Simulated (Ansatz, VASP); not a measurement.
## ZrC: VASP beside Ansatz

Contents of INCAR:

```
ALGO     = Normal         # electronic algorithm
EDIFF    = 1E-6           # SCF threshold, eV
ENCUT    = 520            # plane-wave cutoff, eV
GGA      = PE             # functional
ISIF     = 2              # what is computed and relaxed
ISMEAR   = 0              # smearing method
LASPH    = True           # aspherical terms in the spheres
LCHARG   = False          # write CHGCAR
LREAL    = False          # projectors in reciprocal space
LWAVE    = False          # write WAVECAR
NBANDS   = 15             # bands
NELM     = 100            # most SCF steps
PREC     = Accurate       # precision mode
SIGMA    = 0.15           # smearing width, eV
```

File KPOINTS:

```
k-points
0
Gamma
  18 18 18
```

Contents of POSCAR:

```
ZrC
1.0
    0.0000000000      2.4442184000      2.2562016000
    2.4442184000      0.0000000000      2.2562016000
    2.4442184000      2.4442184000      0.0000000000
Zr C
1 1
Direct
    0.5000000000      0.5000000000      0.5000000000
    0.0000000000      0.0000000000      0.0000000000
```

Input for Ansatz:

```yaml
crystal:
  lattice:
    - [0.0, 2.4442184, 2.2562016]
    - [2.4442184, 0.0, 2.2562016]
    - [2.4442184, 2.4442184, 0.0]
  atoms:
    - { symbol: Zr, position: [0.5, 0.5, 0.5] }
    - { symbol: C, position: [0.0, 0.0, 0.0] }
basis:
  ecutwfc: 420
kpoints:
  mp_grid: { grid: [18, 18, 18] }
hamiltonian:
  xc: pbe
scf:
  occupations: { method: gaussian, width: 0.15 }
output:
  forces: true
  stress: true
  eigenvalues: true
```

Change from the starting cell: strain +0.040 along x and y, -0.040 along z, atoms carried along.

Alike in both runs: task single point; functional PBE; k mesh 18 × 18 × 18; occupations gaussian, width 0.15 eV; no spin polarisation.

```csv
,VASP,Ansatz
version,VASP 6.6.1,Ansatz 0.2.0
potentials or method,"VASP PAW PBE potentials, release 64 (Zr_sv, C), cutoff 520 eV","scalar-relativistic, plane waves, PAW"
valence electrons in the cell,16,16
```

VASP gave:

- gap on the k mesh at the Fermi level (eV): none
- pressure (GPa): -4.0
- traceless stress, the component that is largest in VASP (GPa): 18.76

**Question.** What did Ansatz give for the same quantities?

**Answer.** gap on the k mesh at the Fermi level (eV): none; pressure (GPa): -4.2; traceless stress, the component that is largest in VASP (GPa): 18.66.

A gap of «none» marks a metal or a gap that the smearing closes.
